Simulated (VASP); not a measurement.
# La (Im-3m) in VASP: further runs

La is run at these levels: PBEsol; tasks: single point.

Program: VASP 6.6.1. These are calculated values, not measurements. Logs are shortened: lines on timing, memory, paths and dates and some standing lists are left out, and cuts for length are marked.

## 1. The cell of the first run

Symmetry: Im-3m, No. 229, cubic system. The conventional cell has a = 3.901 Å, b = 3.901 Å, c = 3.901 Å, α = 90.00°, β = 90.00°, γ = 90.00°. La (site symmetry m-3m) has 14 La at 3.38 to 3.90 Å within 4.4 Å.

This isn't the form of La at room conditions, which is double hcp.

## 2. Single point, PBEsol

INCAR

```
ALGO = Normal
EDIFF = 1E-7
ENCUT = 520
GGA = PS
ISIF = 2
ISMEAR = -1
LASPH = T
LCHARG = F
LREAL = F
LWAVE = F
NBANDS = 12
NELM = 100
PREC = Accurate
SIGMA = 0.05
```

KPOINTS

```
k-points
0
Gamma
  9 9 9
```

POSCAR

```
La
1.0
   -1.9502653458      1.9502653458      1.9502653458
    1.9502653458     -1.9502653458      1.9502653458
    1.9502653458      1.9502653458     -1.9502653458
La
1
Direct
    0.0000000000      0.0000000000      0.0000000000
```

Potentials or basis: VASP PAW PBE potentials, release 64 (La).

Launch:

```console
cat potpaw_PBE.64/La/POTCAR > POTCAR
mpirun -np 1 vasp_std > vasp.out
```

OUTCAR:

```text
EDIFF = 1E-7
   ENCUT = 520
   GGA = PS
   ISIF = 2
   ISMEAR = -1
   LASPH = T
   LREAL = F
   NELM = 100
   PREC = Accurate

 ion  position               nearest neighbor table
   1  0.000  0.000  0.000-

  LATTYP: Found a body centered cubic cell.
 ALAT       =     3.9005306916

  Lattice vectors:

 A1 = (  -1.9502653458,   1.9502653458,   1.9502653458)
 A2 = (   1.9502653458,  -1.9502653458,   1.9502653458)
 A3 = (   1.9502653458,   1.9502653458,  -1.9502653458)

Analysis of symmetry for initial positions (statically):
=====================================================================
 Subroutine PRICEL returns:
 Original cell was already a primitive cell.

 Routine SETGRP: Setting up the symmetry group for a
 body centered cubic supercell.

 Subroutine GETGRP returns: Found 48 space group operations
 (whereof 48 operations were pure point group operations)
 out of a pool of 48 trial point group operations.

The static configuration has the point symmetry O_h .

Analysis of symmetry for dynamics (positions and initial velocities):
=====================================================================
 Subroutine PRICEL returns:
 Original cell was already a primitive cell.

 Routine SETGRP: Setting up the symmetry group for a
 body centered cubic supercell.

 Subroutine GETGRP returns: Found 48 space group operations
 (whereof 48 operations were pure point group operations)
 out of a pool of 48 trial point group operations.

The dynamic configuration has the point symmetry O_h .

 Subroutine INISYM returns: Found 48 space group operations
 (whereof 48 operations are pure point group operations),
 and found     1 'primitive' translations

----------------------------------------------------------------------------------------

                                     Primitive cell

  volume of cell :      29.6716

  direct lattice vectors                    reciprocal lattice vectors
    -1.950265346  1.950265346  1.950265346     0.000000000  0.256375370  0.256375370
     1.950265346 -1.950265346  1.950265346     0.256375370  0.000000000  0.256375370
     1.950265346  1.950265346 -1.950265346     0.256375370  0.256375370  0.000000000

  length of vectors
     3.377958667  3.377958667  3.377958667     0.362569526  0.362569526  0.362569526

  position of ions in fractional coordinates (direct lattice)
     0.000000000  0.000000000  0.000000000

  ion indices of the primitive-cell ions
   primitive index   ion index
                 1           1

----------------------------------------------------------------------------------------

 KPOINTS: k-points

Automatic generation of k-mesh.
 Grid dimensions read from file:
 generate k-points for:    9    9    9

 Generating k-lattice:

  Cartesian coordinates                     Fractional coordinates (reciprocal lattice)
     0.000000000  0.028486152  0.028486152     0.111111111  0.000000000  0.000000000
     0.028486152  0.000000000  0.028486152     0.000000000  0.111111111  0.000000000
     0.028486152  0.028486152  0.000000000     0.000000000  0.000000000  0.111111111

  Length of vectors
     0.040285503  0.040285503  0.040285503

  Shift w.r.t. Gamma in fractional coordinates (k-lattice)
     0.000000000  0.000000000  0.000000000

 Subroutine IBZKPT returns following result:
 ===========================================

 Found     35 irreducible k-points:

 Following reciprocal coordinates:
            Coordinates               Weight
  0.000000  0.000000  0.000000      1.000000
  0.111111  0.000000  0.000000     12.000000
  0.222222  0.000000  0.000000     12.000000
  0.333333  0.000000  0.000000     12.000000
  0.444444  0.000000  0.000000     12.000000
  0.111111  0.111111  0.000000     24.000000
[... 16 lines left out ...]
 -0.333333  0.444444  0.111111     48.000000
 -0.444444 -0.444444  0.111111     24.000000
 [... further k-points ...]
   k-points           NKPTS =     35   k-points in BZ     NKDIM =     35   number of bands    NBANDS=     12
   number of dos      NEDOS =    301   number of ions     NIONS =      1
   total plane-waves  NPLWV =  21952
   dimension x,y,z NGX =    28 NGY =   28 NGZ =   28
   dimension x,y,z NGXF=    56 NGYF=   56 NGZF=   56
   ions per type =               1
   NGX,Y,Z   is equivalent  to a cutoff of  13.78, 13.78, 13.78 a.u.
   NGXF,Y,Z  is equivalent  to a cutoff of  27.56, 27.56, 27.56 a.u.
 SYSTEM =  unknown system
   PREC   = accura    normal or accurate (medium, high low for compatibility)
   ISTART =      0    job   : 0-new  1-cont  2-samecut
   ICHARG =      2    charge: 1-file 2-atom 10-const
   ISPIN  =      1    spin polarized calculation?
   LNONCOLLINEAR =      F non collinear calculations
   LSORBIT =      F    spin-orbit coupling
   LASPH  =      T    aspherical Exc in radial PAW
   ENCUT  =  520.0 eV  38.22 Ry    6.18 a.u.   6.28  6.28  6.28*2*pi/ulx,y,z
   NELM   =    100;   NELMIN=  2; NELMDL= -5     # of ELM steps
   EDIFF  = 0.1E-06   stopping-criterion for ELM
   LREAL  =      F    real-space projection
   EDIFFG = 0.1E-05   stopping-criterion for IOM
   NSW    =      0    number of steps for IOM
   IBRION =     -1    ionic relax: 0-MD 1-quasi-New 2-CG
   NFREE  =      0    steps in history (QN), initial steepest desc. (CG)
   ISIF   =      2    stress and relaxation
   ISYM   =      2    0-nonsym 1-usesym 2-fastsym
   POTIM  = 0.5000    time-step for ionic-motion
   TEBEG  =    0.0;   TEEND  =   0.0 temperature during run
   PSTRESS=    0.0 pullay stress
   NELECT =      11.0000    total number of electrons
   NUPDOWN=      -1.0000    fix difference up-down
   EMIN   =  10.00;   EMAX   =-10.00  energy-range for DOS
   EFERMI =   0.00;   METHOD = LEGACY
   ISMEAR =    -1;   SIGMA  =   0.05  broadening in eV -4-tet -1-fermi 0-gaus
   EFERMI_NEDOS =   21; number of points for ismear=-14 and -15
   IALGO  =     38    algorithm
   IMIX   =      4    mixing-type and parameters
     AMIX     =   0.40;   BMIX     =  1.00
     AMIX_MAG =   1.60;   BMIX_MAG =  1.00
  volume/ion in A,a.u.               =      29.67       200.23
  Fermi-wavevector in a.u.,A,eV,Ry     =   1.176049  2.222410 18.818094  1.383091
  Thomas-Fermi vector in A             =   2.312419
   LORBIT       =      0    0 simple, 1 ext, 2 COOP (PROOUT), +10 PAW based schemes
   GGA     = PS    functional components
   LHFCALC =     F    Hartree Fock is set to
   AEXX    =    0.0000 exact exchange contribution
   IVDW    =     0    specifies the selected vdW correction
   LEPSILON=     F    determine dielectric tensor
   LRPA    =     F    only Hartree local field effects (RPA)
 non-spin polarized calculation
  energy-cutoff  :      520.00
  volume of cell :       29.67
 maximum number of plane-waves:       808
 NGX is ok and might be reduce to    28
   NGX = 13   NGY = 13   NGZ = 13

 number of electron      10.9999999 magnetization

 Free energy of the ion-electron system (eV)
  ---------------------------------------------------
  ext. energy  EPLUGINS =         0.00000000
  ---------------------------------------------------
  free energy    TOTEN  =        -5.15131606 eV

  energy without entropy =       -5.13149799  energy(sigma->0) =       -5.14140703

 E-fermi :  10.0001     XC(G=0): -10.6422

 val. band max:        9.9946100557   @ k =  -0.4444   0.4444   0.2222
 cond. band min:      10.0399018249   @ k =  -0.3333   0.3333   0.2222
 fundamental gap:      0.0452917693
 Fermi energy:        10.0000582945

 k-point     1 :       0.0000    0.0000    0.0000
  band No.  band energies     occupation
      1     -22.6154      2.00000
      2      -4.8951      2.00000
      3      -4.8951      2.00000
      4      -4.8951      2.00000
      5       7.1669      2.00000
      6      11.7443      0.00000
      7      11.7443      0.00000
      8      11.7443      0.00000
      9      11.8292      0.00000
     10      11.8292      0.00000
     11      11.8292      0.00000
     12      13.0234      0.00000

 k-point     2 :       0.1111    0.0000    0.0000
  band No.  band energies     occupation
      1     -22.5616      2.00000
      2      -5.2523      2.00000
      3      -4.9961      2.00000
      4      -4.9017      2.00000
      5       7.6796      2.00000
      6      11.1189      0.00000
      7      11.1232      0.00000
      8      11.8020      0.00000
      9      11.9545      0.00000
     10      12.2614      0.00000
     11      12.2943      0.00000
     12      12.9589      0.00000

 k-point     3 :       0.2222    0.0000    0.0000
  band No.  band energies     occupation
      1     -22.4215      2.00000
      2      -6.0696      2.00000
      3      -5.2405      2.00000
      4      -4.9189      2.00000
      5       8.4904      2.00000
      6      10.4384      0.00031
      7      10.8456      0.00000
      8      11.7731      0.00000
      9      12.2443      0.00000
     10      12.4803      0.00000
     11      12.6019      0.00000
     12      12.8898      0.00000

 k-point     4 :       0.3333    0.0000    0.0000
  band No.  band energies     occupation
      1     -22.2548      2.00000
      2      -6.8938      2.00000
      3      -5.5008      2.00000
      4      -4.9392      2.00000
      5       8.2842      2.00000
      6       9.9004      1.76030
      7      11.7208      0.00000
      8      11.8027      0.00000
      9      12.3847      0.00000
     10      12.6541      0.00000
     11      12.7623      0.00000
     12      12.9018      0.00000

 k-point     5 :       0.4444    0.0000    0.0000
  band No.  band energies     occupation
      1     -22.1414      2.00000
      2      -7.3902      2.00000
      3      -5.6618      2.00000
      4      -4.9530      2.00000
      5       7.9199      2.00000
      6       9.6083      1.99921
      7      11.8508      0.00000
      8      12.1035      0.00000
      9      12.4401      0.00000
     10      12.8291      0.00000
     11      12.8911      0.00000
     12      12.9541      0.00000
[... 228 lines left out ...]
      1     -22.2307      2.00000
      2      -6.5691      2.00000
      3      -5.6729      2.00000
      4      -5.3024      2.00000
      5       9.4390      1.99997
      6       9.7458      1.98769
      7      11.1956      0.00000
      8      11.5344      0.00000
      9      12.2342      0.00000
     10      12.4521      0.00000
     11      12.7637      0.00000
     12      12.8745      0.00000

 k-point    22 :      -0.4444    0.4444    0.1111
  band No.  band energies     occupation
      1     -22.1038      2.00000
      2      -7.3034      2.00000
      3      -5.7805      2.00000
      4      -5.1751      2.00000
      5       8.2952      2.00000
      6      10.0456      0.57398
      7      11.2962      0.00000
      8      11.7906      0.00000
      9      12.4103      0.00000
     10      12.8262      0.00000
     11      12.8589      0.00000
     12      12.9597      0.00000

 k-point    23 :      -0.3333    0.4444    0.1111
  band No.  band energies     occupation
      1     -22.0997      2.00000
      2      -7.0215      2.00000
      3      -5.9939      2.00000
      4      -5.3198      2.00000
      5       8.9749      2.00000
      6       9.9299      1.60561
      7      11.0629      0.00000
      8      11.7875      0.00000
      9      12.2737      0.00000
     10      12.6519      0.00000
     11      12.8491      0.00000
     12      12.9535      0.00000

 k-point    24 :      -0.4444   -0.4444    0.1111
  band No.  band energies     occupation
      1     -22.0465      2.00000
      2      -7.1990      2.00000
      3      -6.1178      2.00000
      4      -5.3196      2.00000
      5       8.7448      2.00000
      6      10.1881      0.04543
      7      10.8994      0.00000
      8      11.6268      0.00000
      9      12.3911      0.00000
     10      12.7515      0.00000
     11      12.9059      0.00000
     12      12.9626      0.00000

 [... further k-points ...]

------------------------ aborting loop because EDIFF is reached ----------------------------------------

  FORCE on cell =-STRESS in cart. coord.  units (eV):
  Direction    XX          YY          ZZ          XY          YZ          ZX
  --------------------------------------------------------------------------------------
  -------------------------------------------------------------------------------------
  Total        0.9514399      0.9514399      0.9514399      0.0000000     -0.0000000      0.0000000
  in kB       51.3748829     51.3748829     51.3748829      0.0000000     -0.0000000      0.0000000
  external PRESSURE =      51.3748829 kB  Pullay stress =       0.0000000 kB

 VOLUME and BASIS-vectors are now :
 -----------------------------------------------------------------------------
  energy-cutoff  :      520.00
  volume of cell :       29.67
      direct lattice vectors                 reciprocal lattice vectors
    -1.950265346  1.950265346  1.950265346     0.000000000  0.256375370  0.256375370
     1.950265346 -1.950265346  1.950265346     0.256375370  0.000000000  0.256375370
     1.950265346  1.950265346 -1.950265346     0.256375370  0.256375370  0.000000000

 POSITION                                       TOTAL-FORCE (eV/Angst)
 -----------------------------------------------------------------------------------
      0.00000      0.00000      0.00000         0.000000     -0.000000      0.000000
 -----------------------------------------------------------------------------------
    total drift:                                0.000000      0.000000      0.000000

  FREE ENERGIE OF THE ION-ELECTRON SYSTEM (eV)
  ---------------------------------------------------
  free  energy   TOTEN  =        -5.1513160612 eV

  energy  without entropy=       -5.1314979910  energy(sigma->0) =       -5.14140703
```

Run time: 41 s. Hardware: 1 thread of Intel Xeon 8259CL, shared host; peak memory 0.17 GiB.

Results:

```
Free energy            : -5.1513 eV
Pressure               : 5.1 GPa
Band gap on the k mesh : zero (an odd number of electrons rules out a gap without spin polarisation)
```

Levels at points of the mesh, in eV from the Fermi level:
| k point | band 4 | band 5 | band 6 | band 7 | band 8 | band 9 |
| --- | --- | --- | --- | --- | --- | --- |
| (0.00, 0.00, 0.00) | -14.90 | -2.83 | 1.74 | 1.74 | 1.74 | 1.83 |

Caveat: the cell stands under pressure; the PAW data sets were made with another functional, which shifts forces and pressure a little; spin-orbit coupling is left out, which moves the levels of the heavy elements.

## 3. Single point, PBEsol

This run uses another cell than the first one, of 32.40 Å³/atom.

INCAR

```
SYSTEM = La
ALGO = Normal ; EDIFF = 1E-6
ENCUT = 520 ; GGA = PS
ISIF = 2 ; ISMEAR = -1
LASPH = .TRUE. ; LCHARG = .FALSE.
LREAL = .FALSE. ; LWAVE = .FALSE.
NBANDS = 12 ; NELM = 60
PREC = Accurate ; SIGMA = 0.05
```

KPOINTS

```
k-points
0
G
  9 9 9
  0 0 0
```

POSCAR

```
La
1.0
   -2.0082375659      2.0082375659      2.0082375659
    2.0082375659     -2.0082375659      2.0082375659
    2.0082375659      2.0082375659     -2.0082375659
La
1
Direct
    0.0000000000      0.0000000000      0.0000000000
```

Potentials or basis: VASP PAW PBE potentials, release 64 (La).

Launch:

```console
cat potpaw_PBE.64/La/POTCAR > POTCAR
mpirun -np 1 vasp_std > vasp.out
```

It took 33 s on 1 thread of Intel Xeon 8259CL, shared host; peak memory 0.17 GiB.

It converged, with:

```
Free energy            : -5.2124 eV
Pressure               : 2.0 GPa
Band gap on the k mesh : zero (an odd number of electrons rules out a gap without spin polarisation)
```

Levels at points of the mesh, in eV from the Fermi level:
| k point | band 3 | band 4 | band 5 | band 6 | band 7 | band 8 | band 9 | band 10 |
| --- | --- | --- | --- | --- | --- | --- | --- | --- |
| (0.00, 0.00, 0.00) | -15.25 | -15.25 | -3.04 | 1.65 | 1.65 | 1.65 | 1.75 | 1.75 |

Caveat: the PAW data sets were made with another functional, which shifts forces and pressure a little; spin-orbit coupling is left out, which moves the levels of the heavy elements.

[end of part 1 of 2]
